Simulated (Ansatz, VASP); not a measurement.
# Zn4SeS3: VASP beside Ansatz

```
CELL_PARAMETERS angstrom
5.28549 0.00000 0.00000
0.00000 5.28549 0.00000
0.00000 0.00000 5.28549
ATOMIC_POSITIONS crystal
Zn 0.74322 0.74322 0.74322
Zn 0.74322 0.25678 0.25678
Zn 0.25678 0.74322 0.25678
Zn 0.25678 0.25678 0.74322
Se 0.00000 0.00000 0.00000
S 0.50000 0.50000 0.00000
S 0.50000 0.00000 0.50000
S 0.00000 0.50000 0.50000
```

Alike in both runs: task relaxation of the atoms; functional PBE; k mesh 6 × 6 × 6; occupations gaussian, width 0.02 eV; no spin polarisation.

|  | VASP | Ansatz |
| --- | --- | --- |
| version | VASP 6.6.1 | Ansatz 0.2.0 |
| potentials or method | VASP PAW PBE potentials, release 64 (Zn, Se, S), cutoff 520 eV | scalar-relativistic, plane waves, PAW |
| valence electrons in the cell | 72 | 82 |

|  | VASP | Ansatz | Ansatz less VASP |
| --- | --- | --- | --- |
| gap on the k mesh at the Fermi level, each at its own relaxed structure (eV) | 2.21 | 2.21 | -0.002 |

VASP's potentials hold 72 valence electrons a cell and Ansatz's 82, so a difference there can come from the potentials and not from the codes. Ansatz's warnings: stress scf threshold loose.
